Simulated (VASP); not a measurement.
# Ni (Im-3m) in VASP: single point with PBE

Aim: the single point of Ni with PBE.

All numbers are computed with VASP 6.6.1; they aren't measurements. Logs are shortened: lines on timing, memory, paths and dates and some standing lists are left out, and cuts for length are marked.

### 1 The cell of the first run

The structure is cubic, space group Im-3m (No. 229). The conventional cell has a = 2.767 Å, b = 2.767 Å, c = 2.767 Å, α = 90.00°, β = 90.00°, γ = 90.00°. Ni (site symmetry m-3m) has 14 Ni at 2.40 to 2.77 Å within 3.2 Å.

### 2 Single point, PBE, collinear spin, ferromagnetic start

Contents of INCAR:

```
SYSTEM = Ni
PREC = Accurate ; ENCUT = 520
EDIFF = 1E-6 ; ISMEAR = -1
SIGMA = 0.05 ; LREAL = .FALSE.
LASPH = .TRUE. ; NELM = 150
ALGO = Normal ; ISIF = 2
LWAVE = .FALSE. ; LCHARG = .FALSE.
ISPIN = 2 ; MAGMOM = 0.6
LORBIT = 11 ; LMAXMIX = 4
GGA = PE ; NBANDS = 15
```

Contents of KPOINTS:

```
regular mesh
0
G
  16 16 16
  0 0 0
```

Contents of POSCAR:

```
Ni
1.0
   -1.3837154700      1.3837154700      1.3837154700
    1.3837154700     -1.3837154700      1.3837154700
    1.3837154700      1.3837154700     -1.3837154700
Ni
1
Direct
    0.0000000000      0.0000000000      0.0000000000
```

Potentials or basis: VASP PAW PBE potentials, release 64 (Ni).

Command:

```console
> cat potpaw_PBE.64/Ni/POTCAR > POTCAR
> mpirun -np 1 vasp_std > vasp.out
```

OUTCAR:

```text
SYSTEM = Ni
   PREC = Accurate
   ENCUT = 520
   EDIFF = 1E-6
   ISMEAR = -1
   LREAL = .FALSE.
   LASPH = .TRUE.
   NELM = 150
   ISIF = 2
   ISPIN = 2
   LORBIT = 11
   GGA = PE

 ion  position               nearest neighbor table
   1  0.000  0.000  0.000-

  LATTYP: Found a body centered cubic cell.
 ALAT       =     2.7674309400

  Lattice vectors:

 A1 = (  -1.3837154700,   1.3837154700,   1.3837154700)
 A2 = (   1.3837154700,  -1.3837154700,   1.3837154700)
 A3 = (   1.3837154700,   1.3837154700,  -1.3837154700)

Analysis of symmetry for initial positions (statically):
=====================================================================
 Subroutine PRICEL returns:
 Original cell was already a primitive cell.

 Routine SETGRP: Setting up the symmetry group for a
 body centered cubic supercell.

 Subroutine GETGRP returns: Found 48 space group operations
 (whereof 48 operations were pure point group operations)
 out of a pool of 48 trial point group operations.

The static configuration has the point symmetry O_h .

Analysis of symmetry for dynamics (positions and initial velocities):
=====================================================================
 Subroutine PRICEL returns:
 Original cell was already a primitive cell.

 Routine SETGRP: Setting up the symmetry group for a
 body centered cubic supercell.

 Subroutine GETGRP returns: Found 48 space group operations
 (whereof 48 operations were pure point group operations)
 out of a pool of 48 trial point group operations.

The dynamic configuration has the point symmetry O_h .

Analysis of structural, dynamic, and magnetic symmetry:
=====================================================================
 Subroutine PRICEL returns:
 Original cell was already a primitive cell.

 Routine SETGRP: Setting up the symmetry group for a
 body centered cubic supercell.

 Subroutine GETGRP returns: Found 48 space group operations
 (whereof 48 operations were pure point group operations)
 out of a pool of 48 trial point group operations.

The overall configuration has the point symmetry O_h .

 Subroutine INISYM returns: Found 48 space group operations
 (whereof 48 operations are pure point group operations),
 and found     1 'primitive' translations

----------------------------------------------------------------------------------------

                                     Primitive cell

  volume of cell :      10.5974

  direct lattice vectors                    reciprocal lattice vectors
    -1.383715470  1.383715470  1.383715470     0.000000000  0.361345964  0.361345964
     1.383715470 -1.383715470  1.383715470     0.361345964  0.000000000  0.361345964
[... 118 lines left out ...]
 NGX is ok and might be reduce to    18
   NGX =  9   NGY =  9   NGZ =  9

 number of electron      10.0000004 magnetization       0.5379050

 Free energy of the ion-electron system (eV)
  ---------------------------------------------------
  ext. energy  EPLUGINS =         0.00000000
  ---------------------------------------------------
  free energy    TOTEN  =        -5.37581476 eV

  energy without entropy =       -5.36338114  energy(sigma->0) =       -5.36959795

 E-fermi :   9.6062     XC(G=0): -13.4060

 val. band max:        9.6058799800   @ k =   0.5000   0.0000   0.0000
 cond. band min:       9.6063915879   @ k =  -0.1875   0.2500   0.1250
 fundamental gap:      0.0005116079
 Fermi energy:         9.6061916712

 spin component 1

 k-point     1 :       0.0000    0.0000    0.0000
  band No.  band energies     occupation
      1       0.5548      1.00000
      2       7.2778      1.00000
      3       7.2778      1.00000
      4       7.2778      1.00000
      5       8.7390      1.00000
      6       8.7390      1.00000
      7      36.3551      0.00000
      8      36.3551      0.00000
      9      36.3551      0.00000
     10      41.4343      0.00000
     11      41.4343      0.00000
     12      42.6799      0.00000
     13      42.6799      0.00000
     14      42.6799      0.00000
[... 403 lines left out ...]
      4       8.4846      1.00000
      5       8.9383      1.00000
      6      10.2400      0.00000
      7      21.6877      0.00000
      8      23.9125      0.00000
      9      30.3393      0.00000
     10      36.8674      0.00000
     11      40.6943      0.00000
     12      44.8922      0.00000
     13      49.1992      0.00000
     14      51.2150      0.00000
     15      53.2540      0.00000

 [... further k-points ...]

 spin component 2

 k-point     1 :       0.0000    0.0000    0.0000
  band No.  band energies     occupation
      1       0.5441      1.00000
      2       7.9305      1.00000
      3       7.9305      1.00000
      4       7.9305      1.00000
      5       9.2094      0.99964
      6       9.2094      0.99964
      7      36.2609      0.00000
      8      36.2609      0.00000
      9      36.2609      0.00000
     10      41.3648      0.00000
     11      41.3648      0.00000
     12      42.8597      0.00000
     13      42.8597      0.00000
     14      42.8597      0.00000
[... 403 lines left out ...]
      4       9.0212      0.99999
      5       9.4607      0.94829
      6      10.7949      0.00000
      7      21.8431      0.00000
      8      24.0325      0.00000
      9      30.4129      0.00000
     10      36.8663      0.00000
     11      40.7374      0.00000
     12      44.9427      0.00000
     13      49.2509      0.00000
     14      51.3364      0.00000
     15      53.3000      0.00000

 [... further k-points ...]
[... 5 lines left out ...]
  --------------------------------------------------------------------------------------
  -------------------------------------------------------------------------------------
  Total        0.4829982      0.4829982      0.4829982      0.0000000     -0.0000000      0.0000000
  in kB       73.0223392     73.0223392     73.0223392      0.0000000     -0.0000000      0.0000000
  external PRESSURE =      73.0223392 kB  Pullay stress =       0.0000000 kB

 VOLUME and BASIS-vectors are now :
 -----------------------------------------------------------------------------
  energy-cutoff  :      520.00
  volume of cell :       10.60
      direct lattice vectors                 reciprocal lattice vectors
    -1.383715470  1.383715470  1.383715470     0.000000000  0.361345964  0.361345964
     1.383715470 -1.383715470  1.383715470     0.361345964  0.000000000  0.361345964
     1.383715470  1.383715470 -1.383715470     0.361345964  0.361345964  0.000000000

 POSITION                                       TOTAL-FORCE (eV/Angst)
 -----------------------------------------------------------------------------------
      0.00000      0.00000      0.00000         0.000000     -0.000000     -0.000000
 -----------------------------------------------------------------------------------
    total drift:                                0.000000     -0.000000      0.000000

  FREE ENERGIE OF THE ION-ELECTRON SYSTEM (eV)
  ---------------------------------------------------
  free  energy   TOTEN  =        -5.3758147570 eV

  energy  without entropy=       -5.3633811397  energy(sigma->0) =       -5.36959795

 total charge

# of ion       s       p       d       tot
------------------------------------------
    1        0.502   0.512   8.348   9.362

 magnetization (x)

# of ion       s       p       d       tot
------------------------------------------
    1       -0.004  -0.016   0.564   0.544
```

stdout:

```text
POSCAR found type information on POSCAR Ni
 POSCAR found :  1 types and       1 ions
 scaLAPACK will be used
 LDA part: xc-table for (Slater+PW92), standard interpolation
 POSCAR, INCAR and KPOINTS ok, starting setup
 FFT: planning ... GRIDC
 FFT: planning ... GRID_SOFT
 FFT: planning ... GRID
 WAVECAR not read
 entering main loop
```

It took 87 s on 1 thread of AMD EPYC 7R13, shared host; peak memory 0.12 GiB.

What came out:

```yaml
Free_energy: -5.3758 eV
Pressure: 7.3 GPa
Net_moment: 0.54 μB per cell
Site_moments: Ni +0.54 μB
Valence_electrons_inside_the_program's_atomic_spheres: Ni 9.36
```
